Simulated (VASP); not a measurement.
C18S, 19 atoms in the cell. The cell holds a slab with vacuum, 19 atoms: a = 7.398 Å, b = 7.398 Å, c = 13.000 Å, α = 90.00°, β = 90.00°, γ = 120.00°. 

- Program: VASP 6.6.1
- Task: single point
- Functional: PBE
- Dispersion: D3(BJ)
- Potentials or basis: VASP PAW PBE potentials, release 64 (C, S)
- Cutoff: 520 eV
- k mesh: 2 × 2 × 1
- Occupations: fermi-dirac, width 0.05 eV
- Spin: collinear spin, zero start
- Starting moments: [0.0, 0.0, 0.0, 0.0, 0.0, 0.0, 0.0, 0.0, 0.0, 0.0, 0.0, 0.0, 0.0, 0.0, 0.0, 0.0, 0.0, 0.0, 0.0] μB
- Dipole correction: no
- Further INCAR settings: ALGO = Normal; EDIFF = 1e-06; NBANDS = 58; NELMDL = -8

Potentials or basis: VASP PAW PBE potentials, release 64 (C, S).

Command:

```sh
$ cat potpaw_PBE.64/C/POTCAR potpaw_PBE.64/S/POTCAR > POTCAR
$ mpirun -np 1 vasp_std > vasp.out
```

Hardware: 1 thread of Intel(R) Xeon(R) 6975P-C (Granite Rapids), on a shared host.

Task: Estimate the wall time of this run.

Result: Run time: 11 min on 1 thread of Intel(R) Xeon(R) 6975P-C (Granite Rapids), with other jobs on the host, peak memory 0.93 GiB. Counts: scf iterations 29, k points 4.
